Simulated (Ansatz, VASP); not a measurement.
**One calculation of ZnS, two programs**

INCAR

```
ALGO = Normal
EDIFF = 1E-6
ENCUT = 520
GGA = PE
ISIF = 2
ISMEAR = 0
LASPH = T
LCHARG = F
LREAL = F
LWAVE = F
NBANDS = 46
NELM = 60
PREC = Accurate
SIGMA = 0.05
```

Contents of KPOINTS:

```
k-points
0
Gamma
  12 12 2
```

Contents of POSCAR:

```
ZnS
1.0
    3.8467234474      0.0000000000      0.0000000000
   -1.9233617237      3.3313602268      0.0000000000
    0.0000000000      0.0000000000     12.5902250312
Zn S
4 4
Direct
    0.0000000000      0.0000000000     -0.0059066548
    0.0000000000      0.0000000000      0.4940933452
    0.3333333333      0.6666666667      0.2559696982
    0.6666666667      0.3333333333      0.7559696982
    0.0000000000      0.0000000000      0.1859061556
    0.0000000000      0.0000000000      0.6859061556
    0.3333333333      0.6666666667      0.4390430827
    0.6666666667      0.3333333333      0.9390430827
```

Input for Ansatz:

```yaml
crystal:
  lattice:
    - [3.8467234474, 0.0, 0.0]
    - [-1.9233617237, 3.3313602268, 0.0]
    - [0.0, 0.0, 12.5902250312]
  atoms:
    - { symbol: Zn, position: [0.0, 0.0, -0.0059066548] }
    - { symbol: Zn, position: [0.0, 0.0, 0.4940933452] }
    - { symbol: Zn, position: [0.3333333333, 0.6666666667, 0.2559696982] }
    - { symbol: Zn, position: [0.6666666667, 0.3333333333, 0.7559696982] }
    - { symbol: S, position: [0.0, 0.0, 0.1859061556] }
    - { symbol: S, position: [0.0, 0.0, 0.6859061556] }
    - { symbol: S, position: [0.3333333333, 0.6666666667, 0.4390430827] }
    - { symbol: S, position: [0.6666666667, 0.3333333333, 0.9390430827] }
basis:
  ecutwfc: 420
  ecutrho_ratio: 12
kpoints:
  mp_grid: { grid: [12, 12, 2] }
hamiltonian:
  xc: pbe
scf:
  occupations: { method: gaussian, width: 0.05 }
  n_extra_bands: 16
output:
  forces: true
  eigenvalues: true
  stress: true
```

Alike in both runs: task single point; functional PBE; k mesh 12 × 12 × 2; occupations gaussian, width 0.05 eV; no spin polarisation.

|  | VASP | Ansatz |
| --- | --- | --- |
| version | VASP 6.6.1 | Ansatz 0.2.0 |
| potentials or method | VASP PAW PBE potentials, release 64 (Zn, S), cutoff 520 eV | scalar-relativistic, plane waves, PAW |
| valence electrons in the cell | 72 | 72 |

VASP gave:

```
gap on the k mesh at the Fermi level (eV) : 1.96
pressure (GPa)                            : 0.3
rms of the force components (eV/Å)        : 0.266
```

Estimate Ansatz's values.

gap on the k mesh at the Fermi level (eV): 1.96; pressure (GPa): 0.1; rms of the force components (eV/Å): 0.264.

Atom by atom the forces differ by 0.002 eV/Å (rms over components).
